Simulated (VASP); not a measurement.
Set up this calculation in VASP 6.6.1, as the native input.

```yaml
Task: single point
Functional: PBEsol
Potentials_or_basis: VASP PAW PBE potentials, release 64 (Re)
Cutoff: 520 eV
k_mesh: 15 × 15 × 4
Occupations: gaussian, width 0.1 eV
Spin: no spin polarisation
Dipole_correction: no
Further_INCAR_settings: ALGO = Fast; EDIFF = 1e-07; NBANDS = 22
```

The structure of Re lies in POSCAR:

```
Re
1.0
    2.7663873939      0.0000000000      0.0000000000
   -1.3831936969      2.3957617598      0.0000000000
    0.0000000000      0.0000000000      8.9388451600
Re
4
Direct
    0.0000000000      0.0000000000      0.0000000000
    0.3333333300      0.6666666700      0.2500000000
    0.0000000000      0.0000000000      0.5000000000
    0.6768702092      0.3506388905      0.7410760284
```

This cell differs from its parent crystal: one atom moved.

These files were run (other wordings do the same):

INCAR

```
SYSTEM = Re
PREC = Accurate ; ENCUT = 520
EDIFF = 1E-7 ; ISMEAR = 0
SIGMA = 0.1 ; LREAL = .False.
LASPH = .True. ; NELM = 60
ALGO = Fast ; ISIF = 2
LWAVE = .False. ; LCHARG = .True.
GGA = PS ; LELF = .True.
LVHAR = .True. ; NBANDS = 22
```

KPOINTS

```
Automatic mesh
0
Gamma
  15 15 4
  0 0 0
```

Potentials or basis: VASP PAW PBE potentials, release 64 (Re).

Launch:

```bash
$ cat potpaw_PBE.64/Re/POTCAR > POTCAR
$ mpirun -np 1 vasp_std > vasp.out
```

It gave:

- Pressure: -6.2 GPa
- Largest force: 1.017 eV/Å
- Band gap on the k mesh: zero (bands 14 and 15 overlap by 2.59 eV)

Caveat: the cell differs from its parent crystal (one atom moved); the cell stands under tension; the PAW data sets were made with another functional, which shifts forces and pressure a little; spin-orbit coupling is left out, which moves the levels of the heavy elements.

Run time: 12 min on 1 thread of Intel(R) Xeon(R) Platinum 8488C (Sapphire Rapids), on a shared host, peak memory 0.55 GiB.
